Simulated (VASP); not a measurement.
# SrO (Fm-3m) in VASP: a series of runs

The runs below take SrO through single point, with PBE+D3(BJ).

Program: VASP 6.6.1. These are calculated values, not measurements. Logs are shortened: lines on timing, memory, paths and dates and some standing lists are left out, and cuts for length are marked.

### Step 1. The cell of the first run

The structure is cubic, space group Fm-3m (No. 225). Conventional cell: a = 5.149 Å, b = 5.149 Å, c = 5.149 Å, α = 90.00°, β = 90.00°, γ = 90.00°. Sr (site symmetry m-3m) has 6 O at 2.57 Å within 3.4 Å. Within 3.4 Å of O (site symmetry m-3m) lie 6 Sr at 2.57 Å.

### Step 2. Single point, PBE+D3(BJ)

Input file INCAR:

```
  PREC = Accurate
  ENCUT = 600
  EDIFF = 1E-6
  ISMEAR = 0
  SIGMA = 0.02
  LREAL = F
  LASPH = T
  NELM = 120
  ALGO = Normal
  ISIF = 2
  LWAVE = F
  LCHARG = F
  GGA = PE
  IVDW = 12
  NBANDS = 15
  GGA_COMPAT = F
```

Input file KPOINTS:

```
regular mesh
0
Gamma
  8 8 8
```

Input file POSCAR:

```
SrO
1.0
    0.0000000000      2.5746122218      2.5746122218
    2.5746122218      0.0000000000      2.5746122218
    2.5746122218      2.5746122218      0.0000000000
Sr O
1 1
Direct
    0.0000000000      0.0000000000      0.0000000000
    0.5000000000      0.5000000000      0.5000000000
```

Potentials or basis: VASP PAW PBE potentials, release 64 (Sr_sv, O).

Started as:

```
$ cat potpaw_PBE.64/Sr_sv/POTCAR potpaw_PBE.64/O/POTCAR > POTCAR
$ mpirun -np 1 vasp_std > vasp.out
```

OUTCAR:

```text
PREC = Accurate
   ENCUT = 600
   EDIFF = 1E-6
   ISMEAR = 0
   LREAL = F
   LASPH = T
   NELM = 120
   ISIF = 2
   GGA = PE
   IVDW = 12
 IVDW          = 12

 ion  position               nearest neighbor table
   1  0.000  0.000  0.000-   2 2.57   2 2.57   2 2.57   2 2.57   2 2.57   2 2.57
   2  0.500  0.500  0.500-   1 2.57   1 2.57   1 2.57   1 2.57   1 2.57   1 2.57

  LATTYP: Found a face centered cubic cell.
 ALAT       =     5.1492244436

  Lattice vectors:

 A1 = (   0.0000000000,   2.5746122218,   2.5746122218)
 A2 = (   2.5746122218,   0.0000000000,   2.5746122218)
 A3 = (   2.5746122218,   2.5746122218,   0.0000000000)

Analysis of symmetry for initial positions (statically):
=====================================================================
 Subroutine PRICEL returns:
 Original cell was already a primitive cell.

 Routine SETGRP: Setting up the symmetry group for a
 face centered cubic supercell.

 Subroutine GETGRP returns: Found 48 space group operations
 (whereof 48 operations were pure point group operations)
 out of a pool of 48 trial point group operations.

The static configuration has the point symmetry O_h .

Analysis of symmetry for dynamics (positions and initial velocities):
=====================================================================
 Subroutine PRICEL returns:
 Original cell was already a primitive cell.

 Routine SETGRP: Setting up the symmetry group for a
 face centered cubic supercell.

 Subroutine GETGRP returns: Found 48 space group operations
 (whereof 48 operations were pure point group operations)
 out of a pool of 48 trial point group operations.

The dynamic configuration has the point symmetry O_h .

 Subroutine INISYM returns: Found 48 space group operations
 (whereof 48 operations are pure point group operations),
 and found     1 'primitive' translations

----------------------------------------------------------------------------------------

                                     Primitive cell

  volume of cell :      34.1323

  direct lattice vectors                    reciprocal lattice vectors
     0.000000000  2.574612222  2.574612222    -0.194204003  0.194204003  0.194204003
     2.574612222  0.000000000  2.574612222     0.194204003 -0.194204003  0.194204003
     2.574612222  2.574612222  0.000000000     0.194204003  0.194204003 -0.194204003

  length of vectors
     3.641051522  3.641051522  3.641051522     0.336371200  0.336371200  0.336371200

  position of ions in fractional coordinates (direct lattice)
     0.000000000  0.000000000  0.000000000
     0.500000000  0.500000000  0.500000000

  ion indices of the primitive-cell ions
   primitive index   ion index
                 1           1
                 2           2

----------------------------------------------------------------------------------------

 KPOINTS: regular mesh

Automatic generation of k-mesh.
 Grid dimensions read from file:
 generate k-points for:    8    8    8

 Generating k-lattice:

  Cartesian coordinates                     Fractional coordinates (reciprocal lattice)
    -0.024275500  0.024275500  0.024275500     0.125000000  0.000000000  0.000000000
     0.024275500 -0.024275500  0.024275500     0.000000000  0.125000000  0.000000000
     0.024275500  0.024275500 -0.024275500     0.000000000  0.000000000  0.125000000

  Length of vectors
     0.042046400  0.042046400  0.042046400

  Shift w.r.t. Gamma in fractional coordinates (k-lattice)
     0.000000000  0.000000000  0.000000000

 Subroutine IBZKPT returns following result:
 ===========================================

 Found     29 irreducible k-points:

 Following reciprocal coordinates:
            Coordinates               Weight
  0.000000  0.000000  0.000000      1.000000
  0.125000  0.000000  0.000000      8.000000
  0.250000  0.000000  0.000000      8.000000
  0.375000  0.000000  0.000000      8.000000
  0.500000  0.000000  0.000000      4.000000
  0.125000  0.125000  0.000000      6.000000
[... 16 lines left out ...]
  0.500000  0.250000  0.125000     48.000000
 -0.375000  0.250000  0.125000     24.000000
 [... further k-points ...]
   k-points           NKPTS =     29   k-points in BZ     NKDIM =     29   number of bands    NBANDS=     15
   number of dos      NEDOS =    301   number of ions     NIONS =      2
   total plane-waves  NPLWV =  27000
   dimension x,y,z NGX =    30 NGY =   30 NGZ =   30
   dimension x,y,z NGXF=    60 NGYF=   60 NGZF=   60
   ions per type =               1   1
   NGX,Y,Z   is equivalent  to a cutoff of  13.70, 13.70, 13.70 a.u.
   NGXF,Y,Z  is equivalent  to a cutoff of  27.40, 27.40, 27.40 a.u.
 SYSTEM =  unknown system
   PREC   = accura    normal or accurate (medium, high low for compatibility)
   ISTART =      0    job   : 0-new  1-cont  2-samecut
   ICHARG =      2    charge: 1-file 2-atom 10-const
   ISPIN  =      1    spin polarized calculation?
   LNONCOLLINEAR =      F non collinear calculations
   LSORBIT =      F    spin-orbit coupling
   LASPH  =      T    aspherical Exc in radial PAW
   ENCUT  =  600.0 eV  44.10 Ry    6.64 a.u.   7.27  7.27  7.27*2*pi/ulx,y,z
   NELM   =    120;   NELMIN=  2; NELMDL= -5     # of ELM steps
   EDIFF  = 0.1E-05   stopping-criterion for ELM
   LREAL  =      F    real-space projection
   EDIFFG = 0.1E-04   stopping-criterion for IOM
   NSW    =      0    number of steps for IOM
   IBRION =     -1    ionic relax: 0-MD 1-quasi-New 2-CG
   NFREE  =      0    steps in history (QN), initial steepest desc. (CG)
   ISIF   =      2    stress and relaxation
   ISYM   =      2    0-nonsym 1-usesym 2-fastsym
   POTIM  = 0.5000    time-step for ionic-motion
   TEBEG  =    0.0;   TEEND  =   0.0 temperature during run
   PSTRESS=    0.0 pullay stress
   NELECT =      16.0000    total number of electrons
   NUPDOWN=      -1.0000    fix difference up-down
   EMIN   =  10.00;   EMAX   =-10.00  energy-range for DOS
   EFERMI =   0.00;   METHOD = LEGACY
   ISMEAR =     0;   SIGMA  =   0.02  broadening in eV -4-tet -1-fermi 0-gaus
   EFERMI_NEDOS =   21; number of points for ismear=-14 and -15
   IALGO  =     38    algorithm
   IMIX   =      4    mixing-type and parameters
     AMIX     =   0.40;   BMIX     =  1.00
     AMIX_MAG =   1.60;   BMIX_MAG =  1.00
  volume/ion in A,a.u.               =      17.07       115.17
  Fermi-wavevector in a.u.,A,eV,Ry     =   1.271724  2.403211 22.004470  1.617283
  Thomas-Fermi vector in A             =   2.404642
   LORBIT       =      0    0 simple, 1 ext, 2 COOP (PROOUT), +10 PAW based schemes
   GGA     = PE    functional components
   LHFCALC =     F    Hartree Fock is set to
   AEXX    =    0.0000 exact exchange contribution
   IVDW    =    12    specifies the selected vdW correction
   LEPSILON=     F    determine dielectric tensor
   LRPA    =     F    only Hartree local field effects (RPA)
 non-spin polarized calculation
 Gauss-broadening in eV      SIGMA  =   0.02
  energy-cutoff  :      600.00
  volume of cell :       34.13
 maximum number of plane-waves:      1158
 NGX is ok and might be reduce to    30
   NGX = 15   NGY = 15   NGZ = 15

 number of electron      15.9999997 magnetization

 Free energy of the ion-electron system (eV)
  ---------------------------------------------------
  ext. energy  EPLUGINS =         0.00000000
  ---------------------------------------------------
  free energy    TOTEN  =       -12.04595706 eV

  energy without entropy =      -12.04595706  energy(sigma->0) =      -12.04595706

 E-fermi :   1.8412     XC(G=0): -10.0063

 val. band max:        1.6422211710   @ k =   0.0000   0.0000   0.0000
 cond. band min:       4.9105680277   @ k =   0.5000   0.5000   0.0000
 fundamental gap:      3.2683468566
 Fermi energy:         1.8412215328

 k-point     1 :       0.0000    0.0000    0.0000
  band No.  band energies     occupation
      1     -30.7606      2.00000
      2     -13.4426      2.00000
      3     -12.4029      2.00000
      4     -12.4029      2.00000
      5     -12.4029      2.00000
      6       1.6422      2.00000
      7       1.6422      2.00000
      8       1.6422      2.00000
      9       5.5961      0.00000
     10       7.8446      0.00000
     11       7.8446      0.00000
     12       7.8446      0.00000
     13      10.0023      0.00000
     14      10.0023      0.00000
     15      14.3346      0.00000

 k-point     2 :       0.1250    0.0000    0.0000
  band No.  band energies     occupation
      1     -30.7411      2.00000
      2     -13.8108      2.00000
      3     -12.4150      2.00000
      4     -12.4150      2.00000
      5     -12.0830      2.00000
      6       1.1913      2.00000
      7       1.4467      2.00000
      8       1.4467      2.00000
      9       6.2917      0.00000
     10       7.6963      0.00000
     11       8.1488      0.00000
     12       8.1488      0.00000
     13      10.4066      0.00000
     14      10.4066      0.00000
     15      15.3246      0.00000

 k-point     3 :       0.2500    0.0000    0.0000
  band No.  band energies     occupation
      1     -30.6935      2.00000
      2     -14.3803      2.00000
      3     -12.4438      2.00000
      4     -12.4438      2.00000
      5     -11.6304      2.00000
      6       0.3700      2.00000
      7       1.0243      2.00000
      8       1.0243      2.00000
      9       7.6142      0.00000
     10       7.8423      0.00000
     11       8.9737      0.00000
     12       8.9737      0.00000
     13      11.4178      0.00000
     14      11.4178      0.00000
     15      17.2955      0.00000
[... 343 lines left out ...]
 k-point    23 :       0.5000    0.2500    0.1250
  band No.  band energies     occupation
      1     -30.6205      2.00000
      2     -14.5729      2.00000
      3     -12.7624      2.00000
      4     -12.5749      2.00000
      5     -11.5982      2.00000
      6       0.1097      2.00000
      7       0.7142      2.00000
      8       1.1217      2.00000
      9       7.1975      0.00000
     10       8.7999      0.00000
     11      10.5181      0.00000
     12      10.6916      0.00000
     13      12.6714      0.00000
     14      13.6328      0.00000
     15      15.8910      0.00000

 k-point    24 :      -0.3750    0.2500    0.1250
  band No.  band energies     occupation
      1     -30.6045      2.00000
      2     -14.6398      2.00000
      3     -12.7849      2.00000
      4     -12.6283      2.00000
      5     -11.5688      2.00000
      6       0.0734      2.00000
      7       0.7820      2.00000
      8       0.8578      2.00000
      9       7.9951      0.00000
     10       8.3592      0.00000
     11      10.9115      0.00000
     12      11.1083      0.00000
     13      13.1919      0.00000
     14      14.5223      0.00000
     15      14.9437      0.00000

 [... further k-points ...]

------------------------ aborting loop because EDIFF is reached ----------------------------------------

 Edisp (eV)   -0.48935

 E8    (eV) :    -0.2386

  FORCE on cell =-STRESS in cart. coord.  units (eV):
  Direction    XX          YY          ZZ          XY          YZ          ZX
  --------------------------------------------------------------------------------------
  -------------------------------------------------------------------------------------
  Total       0.10358     0.10358     0.10358    -0.00000     0.00000     0.00000
  in kB       4.86220     4.86220     4.86220    -0.00000     0.00000     0.00000
  external pressure =        4.86 kB  Pullay stress =        0.00 kB

 VOLUME and BASIS-vectors are now :
 -----------------------------------------------------------------------------
  energy-cutoff  :      600.00
  volume of cell :       34.13
      direct lattice vectors                 reciprocal lattice vectors
     0.000000000  2.574612222  2.574612222    -0.194204003  0.194204003  0.194204003
     2.574612222  0.000000000  2.574612222     0.194204003 -0.194204003  0.194204003
     2.574612222  2.574612222  0.000000000     0.194204003  0.194204003 -0.194204003

 POSITION                                       TOTAL-FORCE (eV/Angst)
 -----------------------------------------------------------------------------------
      0.00000      0.00000      0.00000         0.000000      0.000000      0.000000
      2.57461      2.57461      2.57461        -0.000000     -0.000000      0.000000
 -----------------------------------------------------------------------------------
    total drift:                                0.000000      0.000000      0.000000

  FREE ENERGIE OF THE ION-ELECTRON SYSTEM (eV)
  ---------------------------------------------------
  free  energy   TOTEN  =       -12.5353099105 eV

  energy  without entropy=      -12.5353099105  energy(sigma->0) =      -12.53530991
```

Wall time 8.7 s (1 thread of AMD EPYC 9R45 (Zen 5), shared host); peak memory 0.16 GiB.

Results:

```
Free energy                : -12.5353 eV
Pressure                   : 0.5 GPa
Band gap on the k mesh     : 3.27 eV (least direct gap 3.36 eV)
Dispersion energy per atom : -0.245 eV
```

Levels at points of the mesh, in eV from the valence-band top:
```
           k point  band 4  band 5  band 6  band 7  band 8  band 9  band 10  band 11  band 12  band 13
(0.00, 0.00, 0.00)  -14.05  -14.05    0.00    0.00    0.00    3.95     6.20     6.20     6.20     8.36
(0.50, 0.00, 0.00)  -14.13  -12.86   -2.16   -1.13   -1.13    6.53     8.42     8.82     8.82    11.87
(0.50, 0.50, 0.00)  -14.41  -14.41   -0.44   -0.09   -0.09    3.27     7.77    10.15    10.35    11.06
```

A k mesh can miss the band edges.

### Step 3. Single point, PBE+D3(BJ)

Input file INCAR:

```
SYSTEM = SrO
PREC = Accurate
ENCUT = 600
EDIFF = 1E-6
ISMEAR = 0
SIGMA = 0.02
LREAL = .False.
LASPH = .True.
NELM = 120
ALGO = Normal
ISIF = 2
LWAVE = .False.
LCHARG = .False.
GGA = PE
IVDW = 12
NBANDS = 15
GGA_COMPAT = .False.
```

Input file KPOINTS:

```
regular mesh
0
Gamma
  8 8 8
  0 0 0
```

POSCAR is that of step 2.

Potentials or basis: VASP PAW PBE potentials, release 64 (Sr_sv, O).

Started as:

```
$ cat potpaw_PBE.64/Sr_sv/POTCAR potpaw_PBE.64/O/POTCAR > POTCAR
$ mpirun -np 1 vasp_std > vasp.out
```

Run time: 8.8 s. Hardware: 1 thread of AMD EPYC 9R45 (Zen 5), shared host; peak memory 0.16 GiB.

It converged, with:

```
Free energy                : -12.5353 eV
Pressure                   : 0.5 GPa
Band gap on the k mesh     : 3.27 eV (least direct gap 3.36 eV)
Dispersion energy per atom : -0.245 eV
```

Levels at points of the mesh, in eV from the valence-band top:
| k point | band 6 | band 7 | band 8 | band 9 | band 10 | band 11 |
| --- | --- | --- | --- | --- | --- | --- |
| (0.00, 0.00, 0.00) | 0.00 | 0.00 | 0.00 | 3.95 | 6.20 | 6.20 |
| (0.50, 0.00, 0.00) | -2.16 | -1.13 | -1.13 | 6.53 | 8.42 | 8.82 |
| (0.50, 0.50, 0.00) | -0.44 | -0.09 | -0.09 | 3.27 | 7.77 | 10.15 |

A k mesh can miss the band edges.
